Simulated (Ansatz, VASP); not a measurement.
**One calculation of Si, two programs**

```
Si
1.0
     2.53230    0.00000    0.00000
    -1.26615    2.19303    0.00000
     0.00000    0.00000    4.61893
Si
2
Direct
  0.33333 0.66667 0.25000
  0.66667 0.33333 0.75000
```

Change from the starting cell: strain -0.050 along x and y, +0.025 along z, atoms carried along.

Alike in both runs: task single point; functional LDA; k mesh 24 × 24 × 10; occupations gaussian, width 0.15 eV; no spin polarisation.

|  | VASP | Ansatz |
| --- | --- | --- |
| version | VASP 6.6.1 | Ansatz 0.2.0 |
| potentials or method | VASP PAW LDA potentials, release 64 (Si), cutoff 520 eV | scalar-relativistic, plane waves, PAW |
| valence electrons in the cell | 8 | 8 |

```csv
,VASP,Ansatz,Ansatz less VASP
gap on the k mesh at the Fermi level (eV),none,none,-
pressure (GPa),9.0,8.9,-0.09
"traceless stress, the component that is largest in VASP (GPa)",-4.84,-4.85,-0.012
```

LDA's correlation is that of Perdew and Zunger in VASP and of Perdew and Wang (1992) in Ansatz. A gap of «none» marks a metal or a gap that the smearing closes.
